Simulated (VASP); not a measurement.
# HfC (P6/mmm) in VASP: single point with PBE

Aim: the single point of HfC with PBE.

All numbers are computed with VASP 6.6.1; they aren't measurements. Logs are shortened: lines on timing, memory, paths and dates and some standing lists are left out, and cuts for length are marked.

### 1 The cell of the first run

The structure is hexagonal, space group P6/mmm (No. 191). The conventional cell has a = 3.054 Å, b = 3.054 Å, c = 4.420 Å, α = 90.00°, β = 90.00°, γ = 120.00°. Hf (site symmetry 6/mmm) has 2 C at 2.21 Å within 2.9 Å. C (site symmetry 6/mmm) has 2 Hf at 2.21 Å within 2.9 Å.

### 2 Single point, PBE

INCAR

```
ALGO = Normal
EDIFF = 1E-6
ENCUT = 520
GGA = PE
ISIF = 2
ISMEAR = 0
LASPH = T
LCHARG = T
LELF = T
LREAL = F
LVHAR = T
LWAVE = F
NBANDS = 14
NELM = 100
PREC = Accurate
SIGMA = 0.1
```

KPOINTS

```
k-points
0
Gamma
  24 24 12
```

POSCAR

```
HfC
1.0
    3.0543475380      0.0000000000      0.0000000000
   -1.5271737690      2.6451425599      0.0000000000
    0.0000000000      0.0000000000      4.4203645734
Hf C
1 1
Direct
    0.0000000000      0.0000000000      0.0000000000
    0.0000000000      0.0000000000      0.5000000000
```

Potentials or basis: VASP PAW PBE potentials, release 64 (Hf_pv, C).

Launch:

```sh
$ cat potpaw_PBE.64/Hf_pv/POTCAR potpaw_PBE.64/C/POTCAR > POTCAR
$ mpirun -np 1 vasp_std > vasp.out
```

OUTCAR:

```text
EDIFF = 1E-6
   ENCUT = 520
   GGA = PE
   ISIF = 2
   ISMEAR = 0
   LASPH = T
   LREAL = F
   NELM = 100
   PREC = Accurate

 ion  position               nearest neighbor table
   1  0.000  0.000  0.000-   2 2.21   2 2.21
   2  0.000  0.000  0.500-   1 2.21   1 2.21

  LATTYP: Found a hexagonal cell.
 ALAT       =     3.0543475380
 C/A-ratio  =     1.4472369363

  Lattice vectors:

 A1 = (   3.0543475380,   0.0000000000,   0.0000000000)
 A2 = (  -1.5271737690,   2.6451425599,   0.0000000000)
 A3 = (   0.0000000000,   0.0000000000,   4.4203645734)

Analysis of symmetry for initial positions (statically):
=====================================================================
 Subroutine PRICEL returns:
 Original cell was already a primitive cell.

 Routine SETGRP: Setting up the symmetry group for a
 hexagonal supercell.

 Subroutine GETGRP returns: Found 24 space group operations
 (whereof 24 operations were pure point group operations)
 out of a pool of 24 trial point group operations.

The static configuration has the point symmetry D_6h.

Analysis of symmetry for dynamics (positions and initial velocities):
=====================================================================
 Subroutine PRICEL returns:
 Original cell was already a primitive cell.

 Routine SETGRP: Setting up the symmetry group for a
 hexagonal supercell.

 Subroutine GETGRP returns: Found 24 space group operations
 (whereof 24 operations were pure point group operations)
 out of a pool of 24 trial point group operations.

The dynamic configuration has the point symmetry D_6h.

 Subroutine INISYM returns: Found 24 space group operations
 (whereof 24 operations are pure point group operations),
 and found     1 'primitive' translations

----------------------------------------------------------------------------------------

                                     Primitive cell

  volume of cell :      35.7129

  direct lattice vectors                    reciprocal lattice vectors
     3.054347538  0.000000000  0.000000000     0.327402166  0.189025729  0.000000000
    -1.527173769  2.645142560  0.000000000     0.000000000  0.378051457  0.000000000
     0.000000000  0.000000000  4.420364573     0.000000000  0.000000000  0.226225684

  length of vectors
     3.054347538  3.054347538  4.420364573     0.378051457  0.378051457  0.226225684

  position of ions in fractional coordinates (direct lattice)
     0.000000000  0.000000000  0.000000000
     0.000000000  0.000000000  0.500000000

  ion indices of the primitive-cell ions
   primitive index   ion index
[... 87 lines left out ...]
   EMIN   =  10.00;   EMAX   =-10.00  energy-range for DOS
   EFERMI =   0.00;   METHOD = LEGACY
   ISMEAR =     0;   SIGMA  =   0.10  broadening in eV -4-tet -1-fermi 0-gaus
   EFERMI_NEDOS =   21; number of points for ismear=-14 and -15
   IALGO  =     38    algorithm
   IMIX   =      4    mixing-type and parameters
     AMIX     =   0.40;   BMIX     =  1.00
     AMIX_MAG =   1.60;   BMIX_MAG =  1.00
  volume/ion in A,a.u.               =      17.86       120.50
  Fermi-wavevector in a.u.,A,eV,Ry     =   1.198144  2.264164 19.531826  1.435549
  Thomas-Fermi vector in A             =   2.334040
   LORBIT       =      0    0 simple, 1 ext, 2 COOP (PROOUT), +10 PAW based schemes
   GGA     = PE    functional components
   LHFCALC =     F    Hartree Fock is set to
   AEXX    =    0.0000 exact exchange contribution
   IVDW    =     0    specifies the selected vdW correction
   LEPSILON=     F    determine dielectric tensor
   LRPA    =     F    only Hartree local field effects (RPA)
 non-spin polarized calculation
 Gauss-broadening in eV      SIGMA  =   0.10
  energy-cutoff  :      520.00
  volume of cell :       35.71
 maximum number of plane-waves:      1000
 NGX is ok and might be reduce to    24
   NGX = 11   NGY = 11   NGZ = 17

 number of electron      14.0000003 magnetization

 Free energy of the ion-electron system (eV)
  ---------------------------------------------------
  ext. energy  EPLUGINS =         0.00000000
  ---------------------------------------------------
  free energy    TOTEN  =       -15.30005120 eV

  energy without entropy =      -15.29295817  energy(sigma->0) =      -15.29650468

 E-fermi :   3.2624     XC(G=0): -10.5537

 val. band max:        3.2622980312   @ k =   0.4167   0.1250   0.0000
 cond. band min:       3.2635443575   @ k =   0.2500   0.2083   0.2500
 fundamental gap:      0.0012463263
 Fermi energy:         3.2624146021

 k-point     1 :       0.0000    0.0000    0.0000
  band No.  band energies     occupation
      1     -26.9307      2.00000
      2     -26.6893      2.00000
      3     -26.6893      2.00000
      4      -7.6295      2.00000
      5      -0.9191      2.00000
      6       2.1460      2.00000
      7       5.0807      0.00000
      8       5.0807      0.00000
      9       5.6623      0.00000
     10       5.6623      0.00000
     11       8.3028      0.00000
     12       8.3028      0.00000
     13      10.7773      0.00000
     14      11.8785      0.00000
[... 377 lines left out ...]
      1     -27.5389      2.00000
      2     -26.8996      2.00000
      3     -26.8016      2.00000
      4      -5.7499      2.00000
      5       0.6340      2.00000
      6       1.1010      2.00000
      7       3.1046      1.97438
      8       3.7436      0.00000
      9       4.6332      0.00000
     10       7.1098      0.00000
     11       7.8365      0.00000
     12      10.5394      0.00000
     13      10.8631      0.00000
     14      14.4868      0.00000

 [... further k-points ...]

------------------------ aborting loop because EDIFF is reached ----------------------------------------

  FORCE on cell =-STRESS in cart. coord.  units (eV):
  Direction    XX          YY          ZZ          XY          YZ          ZX
  --------------------------------------------------------------------------------------
  -------------------------------------------------------------------------------------
  Total       -0.0252598     -0.0252598      0.0581291      0.0000000      0.0000000     -0.0000000
  in kB       -1.1332236     -1.1332236      2.6078256      0.0000000      0.0000000     -0.0000000
  external PRESSURE =       0.1137928 kB  Pullay stress =       0.0000000 kB

 VOLUME and BASIS-vectors are now :
 -----------------------------------------------------------------------------
  energy-cutoff  :      520.00
  volume of cell :       35.71
      direct lattice vectors                 reciprocal lattice vectors
     3.054347538  0.000000000  0.000000000     0.327402166  0.189025729  0.000000000
    -1.527173769  2.645142560  0.000000000     0.000000000  0.378051457  0.000000000
     0.000000000  0.000000000  4.420364573     0.000000000  0.000000000  0.226225684

 POSITION                                       TOTAL-FORCE (eV/Angst)
 -----------------------------------------------------------------------------------
      0.00000      0.00000      0.00000         0.000000      0.000000      0.000000
      0.00000      0.00000      2.21018        -0.000000      0.000000      0.000000
 -----------------------------------------------------------------------------------
    total drift:                                0.000000      0.000000      0.000000

  FREE ENERGIE OF THE ION-ELECTRON SYSTEM (eV)
  ---------------------------------------------------
  free  energy   TOTEN  =       -15.3000511969 eV

  energy  without entropy=      -15.2929581724  energy(sigma->0) =      -15.29650468
```

OSZICAR:

```text
N       E                     dE             d eps       ncg     rms          rms(c)
DAV:   1     0.307586171272E+02    0.30759E+02   -0.71761E+03 11964   0.908E+02
DAV:   2    -0.150371180379E+02   -0.45796E+02   -0.42471E+02 15548   0.192E+02
DAV:   3    -0.167861851835E+02   -0.17491E+01   -0.17286E+01 15306   0.279E+01
DAV:   4    -0.168014332697E+02   -0.15248E-01   -0.15245E-01 14386   0.317E+00
DAV:   5    -0.168016143867E+02   -0.18112E-03   -0.18111E-03 15480   0.309E-01    0.456E+01
DAV:   6    -0.162748665734E+02    0.52675E+00   -0.14446E+01 14406   0.142E+01    0.383E+01
DAV:   7    -0.153940354978E+02    0.88083E+00   -0.42048E+00 14068   0.752E+00    0.241E+01
DAV:   8    -0.153176553501E+02    0.76380E-01   -0.21923E-01 13348   0.316E+00    0.627E+00
DAV:   9    -0.152999922736E+02    0.17663E-01   -0.48106E-02 15076   0.108E+00    0.396E-01
DAV:  10    -0.153000610298E+02   -0.68756E-04   -0.26844E-03 14926   0.316E-01    0.789E-02
DAV:  11    -0.153000527618E+02    0.82680E-05   -0.11364E-04 15904   0.681E-02    0.216E-02
DAV:  12    -0.153000509215E+02    0.18402E-05   -0.65101E-06 14906   0.167E-02    0.114E-02
DAV:  13    -0.153000511969E+02   -0.27537E-06   -0.56832E-07  9320   0.648E-03
   1 F= -.15300051E+02 E0= -.15296505E+02  d E =-.709302E-02
```

stdout:

```text
POSCAR found type information on POSCAR HfC
 POSCAR found :  2 types and       2 ions
 scaLAPACK will be used
 LDA part: xc-table for (Slater+PW92), standard interpolation
 POSCAR, INCAR and KPOINTS ok, starting setup
 FFT: planning ... GRIDC
 FFT: planning ... GRID_SOFT
 FFT: planning ... GRID
 WAVECAR not read
 entering main loop
```

Wall time 2.1 min (1 thread of Intel Xeon Platinum 8259CL at 2.50GHz (Skylake/Cascade Lake), shared host); peak memory 0.34 GiB.

Results:

- Free energy: -15.3001 eV
- Pressure: 0.0 GPa
- Band gap on the k mesh: zero (band 7 reaches 5.09 eV, above the bottom of band 8 at 2.36 eV)

Caveat: spin-orbit coupling is left out, which moves the levels of the heavy elements.
